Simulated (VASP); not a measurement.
# GaP (an interface model) in VASP: single point with PBE

Aim: the single point of GaP (an interface model) with PBE.

All numbers are computed with VASP 6.6.1; they aren't measurements. Logs are shortened: lines on timing, memory, paths and dates and some standing lists are left out, and cuts for length are marked.

### Step 1. The cell of the first run

The cell holds layers of an interface, 16 atoms: a = 3.893 Å, b = 5.505 Å, c = 15.571 Å, α = 90.00°, β = 90.00°, γ = 90.00°.

### Step 2. Single point, PBE

INCAR

```
SYSTEM = GaP
PREC = Accurate
ENCUT = 520
EDIFF = 1E-6
ISMEAR = 0
SIGMA = 0.05
LREAL = Auto
LASPH = .TRUE.
NELM = 100
ALGO = Normal
ISIF = 2
LWAVE = .FALSE.
LCHARG = .TRUE.
GGA = PE
LELF = .TRUE.
LVHAR = .TRUE.
NBANDS = 86
```

KPOINTS

```
Automatic mesh
0
G
  8 6 2
  0 0 0
```

POSCAR

```
GaP
1.0
    3.8926748957      0.0000000000      0.0000000000
    0.0000000000      5.5050736314      0.0000000000
    0.0000000000      0.0000000000     15.5706995828
Ga P
8 8
Direct
    0.0000000000      0.0000000000      0.0000000000
    0.5000000000      0.5000000000      0.1250000000
    0.0000000000      0.0000000000      0.2500000000
    0.5000000000      0.5000000000      0.3750000000
    0.5000000000      0.2500000000      0.5000000000
    0.0000000000      0.7500000000      0.6250000000
    0.5000000000      0.2500000000      0.7500000000
    0.0000000000      0.7500000000      0.8750000000
    0.0000000000      0.7500000000      0.1250000000
    0.5000000000      0.2500000000      0.2500000000
    0.0000000000      0.7500000000      0.3750000000
    0.0000000000      0.0000000000      0.5000000000
    0.5000000000      0.5000000000      0.6250000000
    1.0000000000      0.0000000000      0.7500000000
    0.5000000000      0.5000000000      0.8750000000
    0.5000000000      0.2500000000      0.0000000000
```

Potentials or basis: VASP PAW PBE potentials, release 64 (Ga_d, P).

On the command line:

```sh
$ cat potpaw_PBE.64/Ga_d/POTCAR potpaw_PBE.64/P/POTCAR > POTCAR
$ mpirun -np 1 vasp_std > vasp.out
```

OUTCAR:

```text
SYSTEM = GaP
   PREC = Accurate
   ENCUT = 520
   EDIFF = 1E-6
   ISMEAR = 0
   LREAL = Auto
   LASPH = .TRUE.
   NELM = 100
   ISIF = 2
   GGA = PE

 ion  position               nearest neighbor table
   1  0.000  0.000  0.000-   8 2.38   9 2.38  16 2.38  16 2.38
   2  0.500  0.500  0.125-   9 2.38  10 2.38  16 2.38   9 2.38
   3  0.000  0.000  0.250-   9 2.38  10 2.38  11 2.38  10 2.38
   4  0.500  0.500  0.375-   5 2.38  10 2.38  11 2.38  11 2.38
   5  0.500  0.250  0.500-   4 2.38  12 2.38  13 2.38  12 2.38
   6  0.000  0.750  0.625-  12 2.38  13 2.38  14 2.38  13 2.38
[... 8 lines left out ...]
  15  0.500  0.500  0.875-   7 2.38   8 2.38  16 2.38   8 2.38
  16  0.500  0.250  0.000-   1 2.38   2 2.38  15 2.38   1 2.38

  LATTYP: Found a simple orthorhombic cell.
 ALAT       =     3.8926748957
 B/A-ratio  =     1.4142135624
 C/A-ratio  =     4.0000000000

  Lattice vectors:

 A1 = (   3.8926748957,   0.0000000000,   0.0000000000)
 A2 = (   0.0000000000,   5.5050736314,   0.0000000000)
 A3 = (   0.0000000000,   0.0000000000,  15.5706995828)

Analysis of symmetry for initial positions (statically):
=====================================================================
 Subroutine PRICEL returns:
 Original cell was already a primitive cell.

 Routine SETGRP: Setting up the symmetry group for a
 simple orthorhombic supercell.

 Subroutine GETGRP returns: Found  8 space group operations
 (whereof  2 operations were pure point group operations)
 out of a pool of  8 trial point group operations.

The static configuration has the point symmetry C_1h.
 The point group associated with its full space group is D_2h.

Analysis of symmetry for dynamics (positions and initial velocities):
=====================================================================
 Subroutine PRICEL returns:
 Original cell was already a primitive cell.

 Routine SETGRP: Setting up the symmetry group for a
 simple orthorhombic supercell.

 Subroutine GETGRP returns: Found  8 space group operations
 (whereof  2 operations were pure point group operations)
 out of a pool of  8 trial point group operations.

The dynamic configuration has the point symmetry C_1h.
 The point group associated with its full space group is D_2h.

 Subroutine INISYM returns: Found  8 space group operations
 (whereof  2 operations are pure point group operations),
 and found     1 'primitive' translations

----------------------------------------------------------------------------------------

                                     Primitive cell

  volume of cell :     333.6717

  direct lattice vectors                    reciprocal lattice vectors
     3.892674896  0.000000000  0.000000000     0.256892761  0.000000000  0.000000000
     0.000000000  5.505073631  0.000000000     0.000000000  0.181650613  0.000000000
     0.000000000  0.000000000 15.570699583     0.000000000  0.000000000  0.064223190

  length of vectors
     3.892674896  5.505073631 15.570699583     0.256892761  0.181650613  0.064223190

  position of ions in fractional coordinates (direct lattice)
     0.000000000  0.000000000  0.000000000
     0.500000000  0.500000000  0.125000000
     0.000000000  0.000000000  0.250000000
     0.500000000  0.500000000  0.375000000
     0.500000000  0.250000000  0.500000000
     0.000000000  0.750000000  0.625000000
[... 8 lines left out ...]
     0.500000000  0.500000000  0.875000000
     0.500000000  0.250000000  0.000000000

  ion indices of the primitive-cell ions
   primitive index   ion index
                 1           1
                 2           2
                 3           3
                 4           4
                 5           5
                 6           6
[... 8 lines left out ...]
                15          15
                16          16

----------------------------------------------------------------------------------------

 KPOINTS: Automatic mesh

Automatic generation of k-mesh.
 Grid dimensions read from file:
 generate k-points for:    8    6    2

 Generating k-lattice:

  Cartesian coordinates                     Fractional coordinates (reciprocal lattice)
     0.032111595  0.000000000  0.000000000     0.125000000  0.000000000  0.000000000
     0.000000000  0.030275102  0.000000000     0.000000000  0.166666667  0.000000000
     0.000000000  0.000000000  0.032111595     0.000000000  0.000000000  0.500000000

  Length of vectors
     0.032111595  0.030275102  0.032111595

  Shift w.r.t. Gamma in fractional coordinates (k-lattice)
     0.000000000  0.000000000  0.000000000

 Subroutine IBZKPT returns following result:
 ===========================================

 Found     40 irreducible k-points:

 Following reciprocal coordinates:
            Coordinates               Weight
  0.000000  0.000000  0.000000      1.000000
  0.125000  0.000000  0.000000      2.000000
  0.250000  0.000000  0.000000      2.000000
  0.375000  0.000000  0.000000      2.000000
  0.500000  0.000000  0.000000      1.000000
  0.000000  0.166667  0.000000      2.000000
[... 16 lines left out ...]
  0.250000  0.000000  0.500000      2.000000
  0.375000  0.000000  0.500000      2.000000
 [... further k-points ...]
   k-points           NKPTS =     40   k-points in BZ     NKDIM =     40   number of bands    NBANDS=     86
   number of dos      NEDOS =    301   number of ions     NIONS =     16
   total plane-waves  NPLWV = 151200
   dimension x,y,z NGX =    30 NGY =   42 NGZ =  120
   dimension x,y,z NGXF=    60 NGYF=   84 NGZF=  240
   ions per type =               8   8
   NGX,Y,Z   is equivalent  to a cutoff of  12.81, 12.68, 12.81 a.u.
   NGXF,Y,Z  is equivalent  to a cutoff of  25.62, 25.37, 25.62 a.u.
 SYSTEM =  GaP
   PREC   = accura    normal or accurate (medium, high low for compatibility)
   ISTART =      0    job   : 0-new  1-cont  2-samecut
   ICHARG =      2    charge: 1-file 2-atom 10-const
   ISPIN  =      1    spin polarized calculation?
   LNONCOLLINEAR =      F non collinear calculations
   LSORBIT =      F    spin-orbit coupling
   LASPH  =      T    aspherical Exc in radial PAW
   ENCUT  =  520.0 eV  38.22 Ry    6.18 a.u.   7.24 10.24 28.95*2*pi/ulx,y,z
   NELM   =    100;   NELMIN=  2; NELMDL= -5     # of ELM steps
   EDIFF  = 0.1E-05   stopping-criterion for ELM
   LREAL  =      T    real-space projection
   EDIFFG = 0.1E-04   stopping-criterion for IOM
   NSW    =      0    number of steps for IOM
   IBRION =     -1    ionic relax: 0-MD 1-quasi-New 2-CG
   NFREE  =      0    steps in history (QN), initial steepest desc. (CG)
   ISIF   =      2    stress and relaxation
   ISYM   =      2    0-nonsym 1-usesym 2-fastsym
   POTIM  = 0.5000    time-step for ionic-motion
   TEBEG  =    0.0;   TEEND  =   0.0 temperature during run
   PSTRESS=    0.0 pullay stress
   NELECT =     144.0000    total number of electrons
   NUPDOWN=      -1.0000    fix difference up-down
   EMIN   =  10.00;   EMAX   =-10.00  energy-range for DOS
   EFERMI =   0.00;   METHOD = LEGACY
   ISMEAR =     0;   SIGMA  =   0.05  broadening in eV -4-tet -1-fermi 0-gaus
   EFERMI_NEDOS =   21; number of points for ismear=-14 and -15
   IALGO  =     38    algorithm
   IMIX   =      4    mixing-type and parameters
     AMIX     =   0.40;   BMIX     =  1.00
     AMIX_MAG =   1.60;   BMIX_MAG =  1.00
  volume/ion in A,a.u.               =      20.85       140.73
  Fermi-wavevector in a.u.,A,eV,Ry     =   1.237150  2.337875 20.824279  1.530541
  Thomas-Fermi vector in A             =   2.371730
   LORBIT       =      0    0 simple, 1 ext, 2 COOP (PROOUT), +10 PAW based schemes
   GGA     = PE    functional components
   LHFCALC =     F    Hartree Fock is set to
   AEXX    =    0.0000 exact exchange contribution
   IVDW    =     0    specifies the selected vdW correction
   LEPSILON=     F    determine dielectric tensor
   LRPA    =     F    only Hartree local field effects (RPA)
 non-spin polarized calculation
 Gauss-broadening in eV      SIGMA  =   0.05
  energy-cutoff  :      520.00
  volume of cell :      333.67
 maximum number of plane-waves:      9036
 NGX is ok and might be reduce to    30
   NGX = 15   NGY = 21   NGZ = 57

 number of electron     143.9999930 magnetization

 Free energy of the ion-electron system (eV)
  ---------------------------------------------------
  ext. energy  EPLUGINS =         0.00000000
  ---------------------------------------------------
  free energy    TOTEN  =       -71.27836508 eV

  energy without entropy =      -71.27836508  energy(sigma->0) =      -71.27836508

 E-fermi :   5.4339     XC(G=0):  -9.7047

 val. band max:        5.1634168920   @ k =   0.0000   0.0000   0.0000
 cond. band min:       5.6751430357   @ k =   0.0000   0.0000   0.0000
 fundamental gap:      0.5117261437
 Fermi energy:         5.4339255845

 k-point     1 :       0.0000    0.0000    0.0000
  band No.  band energies     occupation
      1     -10.2024      2.00000
      2     -10.2009      2.00000
      3     -10.1701      2.00000
      4     -10.1581      2.00000
      5     -10.1540      2.00000
      6     -10.1410      2.00000
[... 76 lines left out ...]
     83       7.5972      0.00000
     84       8.2692      0.00000

 k-point     2 :       0.1250    0.0000    0.0000
  band No.  band energies     occupation
      1     -10.2001      2.00000
      2     -10.1992      2.00000
      3     -10.1725      2.00000
      4     -10.1630      2.00000
      5     -10.1553      2.00000
      6     -10.1406      2.00000
[... 1903 lines left out ...]
     83       8.2346      0.00000
     84       8.2346      0.00000

 k-point    24 :       0.3750    0.0000    0.5000
  band No.  band energies     occupation
      1     -10.2029      2.00000
      2     -10.2029      2.00000
      3     -10.1954      2.00000
      4     -10.1954      2.00000
      5     -10.1442      2.00000
      6     -10.1442      2.00000
[... 76 lines left out ...]
     83       8.0733      0.00000
     84       8.0733      0.00000

 [... further k-points ...]

 [bands above 84 left out]

------------------------ aborting loop because EDIFF is reached ----------------------------------------

  FORCE on cell =-STRESS in cart. coord.  units (eV):
  Direction    XX          YY          ZZ          XY          YZ          ZX
  --------------------------------------------------------------------------------------
  -------------------------------------------------------------------------------------
  Total        3.3003087      1.0478943     -0.7335026      0.0000000     -0.0000000      0.0000000
  in kB       15.8469524      5.0316298     -3.5220286      0.0000000     -0.0000000      0.0000000
  external PRESSURE =       5.7855179 kB  Pullay stress =       0.0000000 kB

 VOLUME and BASIS-vectors are now :
 -----------------------------------------------------------------------------
  energy-cutoff  :      520.00
  volume of cell :      333.67
      direct lattice vectors                 reciprocal lattice vectors
     3.892674896  0.000000000  0.000000000     0.256892761  0.000000000  0.000000000
     0.000000000  5.505073631  0.000000000     0.000000000  0.181650613  0.000000000
     0.000000000  0.000000000 15.570699583     0.000000000  0.000000000  0.064223190

 POSITION                                       TOTAL-FORCE (eV/Angst)
 -----------------------------------------------------------------------------------
      0.00000      0.00000      0.00000         0.000000      0.012302     -0.063156
      1.94634      2.75254      1.94634        -0.000000      0.074374     -0.069320
      0.00000      0.00000      3.89267         0.000000      0.074374      0.069320
      1.94634      2.75254      5.83901         0.000000      0.012302      0.063156
      1.94634      1.37627      7.78535         0.000000     -0.012302     -0.063156
      0.00000      4.12881      9.73169         0.000000     -0.074374     -0.069320
[... 8 lines left out ...]
      1.94634      2.75254     13.62436         0.000000     -0.984093      0.509527
      1.94634      1.37627      0.00000        -0.000000      0.984093     -0.509527
 -----------------------------------------------------------------------------------
    total drift:                                0.000000      0.000000      0.000000

  FREE ENERGIE OF THE ION-ELECTRON SYSTEM (eV)
  ---------------------------------------------------
  free  energy   TOTEN  =       -71.2783650813 eV

  energy  without entropy=      -71.2783650813  energy(sigma->0) =      -71.27836508
```

It took 40 min on 1 thread of AMD EPYC 7R43 (Zen 3), shared host; peak memory 0.76 GiB.

What came out:

```
Free energy            : -71.2784 eV
Pressure               : 0.6 GPa
Largest force          : 1.108 eV/Å
Band gap on the k mesh : 0.51 eV, direct
```

Forces on the atoms (eV/Å):
```
Ga   0.000  0.012 -0.063
Ga   0.000  0.074 -0.069
Ga   0.000  0.074  0.069
Ga   0.000  0.012  0.063
Ga   0.000 -0.012 -0.063
Ga   0.000 -0.074 -0.069
Ga   0.000 -0.074  0.069
Ga   0.000 -0.012  0.063
P    0.000  0.248  0.303
P    0.000  0.248 -0.303
P    0.000  0.984  0.510
P    0.000 -0.984 -0.510
P    0.000 -0.248  0.303
P    0.000 -0.248 -0.303
P    0.000 -0.984  0.510
P    0.000  0.984 -0.510
```
